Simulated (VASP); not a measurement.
Set up this calculation in VASP 6.6.1, as the native input.

```
Task                   : single point
Functional             : PBE
Potentials or basis    : VASP PAW PBE potentials, release 64 (Zn, O)
Cutoff                 : 520 eV
k mesh                 : 16 × 16 × 10
Occupations            : gaussian, width 0.1 eV
Spin                   : no spin polarisation
Dipole correction      : no
Further INCAR settings : ALGO = Normal; EDIFF = 1e-06; NBANDS = 26
```

The structure of ZnO lies in POSCAR:

```
ZnO
1.0
    3.0283840482      0.0000000000      0.0000000000
    0.0000000000      3.0283840482      0.0000000000
    0.0000000000      0.0000000000      5.4071193682
Zn O
2 2
Direct
    0.0000000000      0.5000000000      0.0000000000
    0.5000000000      0.0000000000      0.5000000000
    0.5000000000      0.5000000000      0.2500000000
    0.5000000000      0.5000000000      0.7500000000
```

This cell differs from its parent crystal: atoms taken out.

The input as run:

INCAR

```
PREC = Accurate
ENCUT = 520
EDIFF = 1E-6
ISMEAR = 0
SIGMA = 0.1
LREAL = F
LASPH = T
NELM = 80
ALGO = Normal
ISIF = 2
LWAVE = F
LCHARG = T
GGA = PE
LELF = T
LVHAR = T
NBANDS = 26
```

KPOINTS

```
regular mesh
0
Gamma
  16 16 10
```

Potentials or basis: VASP PAW PBE potentials, release 64 (Zn, O).

The run is started by

```sh
$ cat potpaw_PBE.64/Zn/POTCAR potpaw_PBE.64/O/POTCAR > POTCAR
$ mpirun -np 1 vasp_std > vasp.out
```

It gave:

* Pressure: 0.8 GPa
* Band gap on the k mesh: zero (bands 18 and 19 overlap by 0.55 eV)

Caveat: the cell differs from its parent crystal (atoms taken out); semilocal functionals underestimate gaps, and a narrow one can read as zero.

It took 6 min on 1 thread of Intel Xeon 8259CL, on a shared host, peak memory 0.38 GiB.
